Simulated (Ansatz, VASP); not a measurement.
# One calculation of Ga4AsP3, two programs

```
Ga P As
1.0
     5.40802    0.00000    0.00000
     0.00000    5.40802    0.00000
     0.00000    0.00000    5.40802
Ga P As
4 3 1
Cartesian
  4.0560 4.0560 1.3520
  4.0560 1.3520 4.0560
  1.3520 4.0560 4.0560
  1.3520 1.3520 1.3520
  2.7040 0.0000 0.0000
  0.0000 2.7040 0.0000
  0.0000 0.0000 2.7040
  2.7040 2.7040 2.7040
```

Alike in both runs: task single point; functional PBE; k mesh 4 × 4 × 4; occupations gaussian, width 0.1 eV; no spin polarisation.

|  | VASP | Ansatz |
| --- | --- | --- |
| version | VASP 6.6.1 | Ansatz 0.2.0 |
| potentials or method | VASP PAW PBE potentials, release 64 (Ga_d, P, As), cutoff 520 eV | scalar-relativistic, plane waves, PAW |
| valence electrons in the cell | 72 | 82 |

```csv
,VASP,Ansatz,Ansatz less VASP
gap on the k mesh at the Fermi level (eV),1.50,1.50,0.000
least direct gap on the mesh (eV),1.50,1.50,0.000
pressure (GPa),7.7,7.7,-0.01
```

VASP's potentials hold 72 valence electrons a cell and Ansatz's 82, so a difference there can come from the potentials and not from the codes.
